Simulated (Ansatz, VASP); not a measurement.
# One calculation of BW3, two programs

```
B W
1.0
     0.00000    3.04722    3.04722
     3.04722    0.00000    3.04722
     3.04722    3.04722    0.00000
B W
1 3
Direct
  0.00000 0.00000 0.00000
  0.25000 0.25000 0.25000
  0.75000 0.75000 0.75000
  0.50000 0.50000 0.50000
```

Change from the starting cell: species swapped into the Ta3Os type (Fm-3m, No. 225).

Alike in both runs: functional PBE; k mesh 14 × 14 × 14; occupations gaussian, width 0.1 eV; no spin polarisation.

Ansatz relaxed the structure, and its values are those at the end. VASP's run is a single point on that final structure, the one shown.

|  | VASP | Ansatz |
| --- | --- | --- |
| version | VASP 6.6.1 | Ansatz 0.2.0 |
| potentials or method | VASP PAW PBE potentials, release 64 (B, W_sv), cutoff 520 eV | scalar-relativistic, plane waves, PAW |
| valence electrons in the cell | 45 | 45 |

Ansatz gave:

```
gap on the k mesh at the Fermi level (eV) : none
pressure (GPa)                            : 0.0
```

Estimate VASP's values.

gap on the k mesh at the Fermi level (eV): none; pressure (GPa): 0.7.

A gap of «none» marks a metal or a gap that the smearing closes.

Spin-orbit coupling is off throughout.
